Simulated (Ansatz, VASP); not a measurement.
# Two plane-wave programs on Ti

INCAR

```
  ALGO = Fast
  EDIFF = 1E-7
  ENCUT = 520
  GGA = PS
  ISIF = 2
  ISMEAR = 0
  LASPH = True
  LCHARG = True
  LELF = True
  LREAL = False
  LVHAR = True
  LWAVE = False
  NBANDS = 12
  NELM = 60
  PREC = Accurate
  SIGMA = 0.15
```

File KPOINTS:

```
k-points
0
Gamma
  26 26 26
```

File POSCAR:

```
Ti
1.0
    0.0000000000      2.1293172091      2.0786191803
    2.1293172091      0.0000000000      2.0786191803
    2.1293172091      2.1293172091      0.0000000000
Ti
1
Direct
    0.0000000000      0.0000000000      0.0000000000
```

Input for Ansatz:

```yaml
crystal:
  lattice:
    - [0.0, 2.1293172091, 2.0786191803]
    - [2.1293172091, 0.0, 2.0786191803]
    - [2.1293172091, 2.1293172091, 0.0]
  atoms:
    - { symbol: Ti, position: [0.0, 0.0, 0.0] }
basis:
  ecutwfc: 420
kpoints:
  mp_grid: { grid: [26, 26, 26] }
hamiltonian:
  xc: pbesol
scf:
  occupations: { method: gaussian, width: 0.15 }
output:
  forces: true
  stress: true
  eigenvalues: true
```

Change from the starting cell: strain +0.050 along x and y, +0.025 along z, atoms carried along.

Alike in both runs: task single point; functional PBEsol; k mesh 26 × 26 × 26; occupations gaussian, width 0.15 eV; no spin polarisation.

|  | VASP | Ansatz |
| --- | --- | --- |
| version | VASP 6.6.1 | Ansatz 0.2.0 |
| potentials or method | VASP PAW PBE potentials, release 64 (Ti_sv), cutoff 520 eV | scalar-relativistic, plane waves, PAW |
| valence electrons in the cell | 12 | 12 |

|  | VASP | Ansatz | Ansatz less VASP |
| --- | --- | --- | --- |
| gap on the k mesh at the Fermi level (eV) | none | none | - |
| pressure (GPa) | -11.4 | -11.3 | +0.11 |
| traceless stress, the component that is largest in VASP (GPa) | 0.53 | 0.53 | -0.002 |

VASP's potentials were made for PBE, not for PBEsol. A gap of «none» marks a metal or a gap that the smearing closes.
